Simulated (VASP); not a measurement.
Crystal: Na3In.

```
Na In
1.0
     5.50194    0.00000    0.00000
     2.75097    4.76482    0.00000
     2.75097    1.58827    4.49232
Na In
3 1
Direct
  0.25000 0.25000 0.25000
  0.75000 0.75000 0.75000
  0.50000 0.50000 0.50000
  0.00000 0.00000 0.00000
```

* Program: VASP 6.6.1
* Task: relaxation of cell and atoms
* Functional: BLYP
* Dispersion: D3(BJ)
* Potentials or basis: VASP PAW PBE potentials, release 64 (Na_pv, In_d)
* Cutoff: 600 eV
* k mesh: 5 × 5 × 5
* Occupations: methfessel-paxton, width 0.1 eV
* Spin: no spin polarisation

At the start: pressure -2.0 GPa; volume 29.44 Å³/atom.

How do energy, volume and symmetry change on relaxing?

Over 4 steps the energy falls by 27.7 meV/atom and the volume is 25.48 Å³/atom (-13.4 %); space group Fm-3m (No. 225, to 0.1 Å) before and after.

The path:
```tsv
step	energy change (eV)	largest force (eV/Å)	pressure (GPa)	volume (Å³)
1	0.0000	0.0000	-1.99	117.77
2	-0.0649	0.0000	-1.36	111.66
3	-0.1058	0.0000	-0.46	104.98
4	-0.1107	0.0000	0.02	101.93
```

Final structure:
```
CELL_PARAMETERS angstrom
5.24332 0.00000 0.00000
2.62166 4.54084 0.00000
2.62166 1.51361 4.28115
ATOMIC_POSITIONS crystal
Na 0.25000 0.25000 0.25000
Na 0.75000 0.75000 0.75000
Na 0.50000 0.50000 0.50000
In 0.00000 0.00000 0.00000
```

Caveat: the PAW data sets were made with another functional, which shifts forces and pressure a little.
